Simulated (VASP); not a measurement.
Here is a VASP 6.6.1 calculation.

The input INCAR:

```
SYSTEM = HfO2
  PREC = Accurate
  ENCUT = 520
  EDIFF = 1E-6
  ISMEAR = 0
  SIGMA = 0.05
  LREAL = .False.
  LASPH = .True.
  NELM = 100
  ALGO = Normal
  ISIF = 2
  LWAVE = .False.
  LCHARG = .False.
  GGA = PE
  NBANDS = 56
```

File KPOINTS:

```
Automatic mesh
0
Gamma
  6 6 6
  0 0 0
```

The input POSCAR:

```
HfO2
1.0
    5.2759057040      0.0000000000      0.0000000000
    0.0000000000      5.3637087542      0.0000000000
    0.0000000000      0.0000000000      5.0791769011
Hf O
4 8
Direct
    0.2774091800      0.2817995800      0.7279320600
    0.7774091800      0.2182004200      0.2720679400
    0.7225908200      0.7182004200      0.7279320600
    0.2225908200      0.7817995800      0.2720679400
    0.5000000000      0.5000000000      0.4243750100
    0.0000000000      0.0000000000      0.5756249900
    0.5000000000      0.0000000000      0.5109455500
    0.0000000000      0.5000000000      0.4890544500
    0.3131846800      0.6636487800      0.8954653800
    0.8131846800      0.8363512200      0.1045346200
    0.6868153200      0.3363512200      0.8954653800
    0.1868153200      0.1636487800      0.1045346200
```

Potentials or basis: VASP PAW PBE potentials, release 64 (Hf_pv, O).

Launch:

```console
$ cat potpaw_PBE.64/Hf_pv/POTCAR potpaw_PBE.64/O/POTCAR > POTCAR
$ mpirun -np 1 vasp_std > vasp.out
```

Question: Estimate the pressure.

Answer: -18.5 GPa.

Question: What does it give for the band gap on the k mesh?

Answer: 3.49 eV.

Forces in eV/Å, atoms in the order of the input:
```
Hf   0.134  0.157  0.246
Hf   0.134 -0.157 -0.246
Hf  -0.134 -0.157  0.246
Hf  -0.134  0.157 -0.246
O    0.000  0.000  0.467
O    0.000  0.000 -0.467
O    0.000  0.000 -0.023
O    0.000  0.000  0.023
O    0.121 -0.247  0.561
O    0.121  0.247 -0.561
O   -0.121  0.247  0.561
O   -0.121 -0.247 -0.561
```

Caveat: the cell stands under tension; spin-orbit coupling is left out, which moves the levels of the heavy elements. A k mesh can miss the band edges.
